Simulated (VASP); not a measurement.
Crystal: Pb.

```
Pb
1.0
     0.00000    2.47502    2.47502
     2.47502    0.00000    2.47502
     2.47502    2.47502    0.00000
Pb
1
Direct
  0.00000 0.00000 0.00000
```

* Program: VASP 6.6.1
* Task: relaxation of cell and atoms
* Functional: r2SCAN
* Potentials or basis: VASP PAW PBE potentials, release 64 (Pb_d)
* Cutoff: 600 eV
* k mesh: 15 × 15 × 15
* Occupations: fermi-dirac, width 0.05 eV
* Spin: no spin polarisation

At the start: pressure 1.3 GPa; volume 30.32 Å³/atom.

Question: How do energy, volume and symmetry change on relaxing?

Answer: Over 3 steps the energy falls by 3.2 meV/atom and the volume is 31.16 Å³/atom (+2.8 %); space group Fm-3m (No. 225, to 0.1 Å) before and after.

Step by step:
```tsv
step	energy change (eV)	largest force (eV/Å)	pressure (GPa)	volume (Å³)
1	0.0000	0.0000	1.27	30.32
2	-0.0030	0.0000	-0.32	31.39
3	-0.0032	0.0000	0.01	31.16
```

Final structure:
```
Pb
1.0
     0.00000    2.49757    2.49757
     2.49757    0.00000    2.49757
     2.49757    2.49757    0.00000
Pb
1
Cartesian
  0.0000 0.0000 0.0000
```

Caveat: the PAW data sets were made with another functional, which shifts forces and pressure a little.
